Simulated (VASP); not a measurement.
Wanted: the native input for a VASP 6.6.1 run.

```yaml
Task: single point
Functional: PBEsol
Potentials_or_basis: VASP PAW PBE potentials, release 64 (Nb_sv)
Cutoff: 520 eV
k_mesh: 20 × 20 × 20
Occupations: gaussian, width 0.15 eV
Spin: no spin polarisation
Dipole_correction: no
Further_INCAR_settings: ALGO = Fast; EDIFF = 1e-06; NBANDS = 12
```

The structure of Nb lies in POSCAR:

```
Nb
1.0
    0.0000000000      2.0832750000      2.0515500000
    2.0832750000      0.0000000000      2.0515500000
    2.0832750000      2.0832750000      0.0000000000
Nb
1
Direct
    0.0000000000      0.0000000000      0.0000000000
```

This cell differs from its parent crystal: strain -0.015 along x and y, -0.030 along z.

The input as run:

INCAR

```
SYSTEM = Nb
PREC     = Accurate       ! precision mode
ENCUT    = 520            ! plane-wave cutoff, eV
EDIFF    = 1E-6           ! SCF threshold, eV
ISMEAR   = 0              ! smearing method
SIGMA    = 0.15           ! smearing width, eV
LREAL    = .FALSE.        ! projectors in reciprocal space
LASPH    = .TRUE.         ! aspherical terms in the spheres
NELM     = 100            ! most SCF steps
ALGO     = Fast           ! electronic algorithm
ISIF     = 2              ! what is computed and relaxed
LWAVE    = .FALSE.        ! write WAVECAR
LCHARG   = .FALSE.        ! write CHGCAR
GGA      = PS             ! functional
NBANDS   = 12             ! bands
```

KPOINTS

```
regular mesh
0
G
  20 20 20
  0 0 0
```

Potentials or basis: VASP PAW PBE potentials, release 64 (Nb_sv).

Launch:

```console
$ cat potpaw_PBE.64/Nb_sv/POTCAR > POTCAR
$ mpirun -np 1 vasp_std > vasp.out
```

Results of the run:

The pressure is 2.9 GPa.

Caveat: the cell differs from its parent crystal (strain -0.015 along x and y, -0.030 along z); the PAW data sets were made with another functional, which shifts forces and pressure a little.

It took 5.3 min on 1 thread of AMD EPYC 7R43 64-Core Processor (Zen 3), with other jobs on the host, peak memory 0.21 GiB.
